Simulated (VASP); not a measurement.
A run of VASP 6.6.1:

File INCAR:

```
SYSTEM = SiBr
  PREC = Accurate
  ENCUT = 600
  EDIFF = 1E-6
  ISMEAR = 0
  SIGMA = 0.1
  LREAL = .False.
  LASPH = .True.
  NELM = 100
  ALGO = Normal
  ISIF = 3
  LWAVE = .False.
  LCHARG = .False.
  GGA = PE
  IBRION = 2
  NSW = 100
  EDIFFG = -0.01
```

KPOINTS

```
Automatic mesh
0
Gamma
  15 15 6
  0 0 0
```

POSCAR

```
SiBr
1.0
    3.3391719273      0.0000000000      0.0000000000
   -1.6695859636      2.8918077166      0.0000000000
    0.0000000000      0.0000000000     10.2171590027
Si Br
2 2
Direct
    0.3333333333      0.6666666667      0.3426240748
    0.6666666667      0.3333333333      0.8426240748
    0.3333333333      0.6666666667      0.0305108552
    0.6666666667      0.3333333333      0.5305108552
```

Potentials or basis: VASP PAW PBE potentials, release 64 (Si, Br).

The run is started by

```console
$ cat potpaw_PBE.64/Si/POTCAR potpaw_PBE.64/Br/POTCAR > POTCAR
$ mpirun -np 1 vasp_std > vasp.out
```

Hardware: 1 thread of Intel(R) Xeon(R) 6975P-C (Granite Rapids), on a shared host.

Estimate the wall time of this run.

Run time: 3.4 min on 1 thread of Intel(R) Xeon(R) 6975P-C (Granite Rapids), with other jobs on the host, peak memory 0.38 GiB. Counts: scf iterations 36, k points 108, ion steps 6.
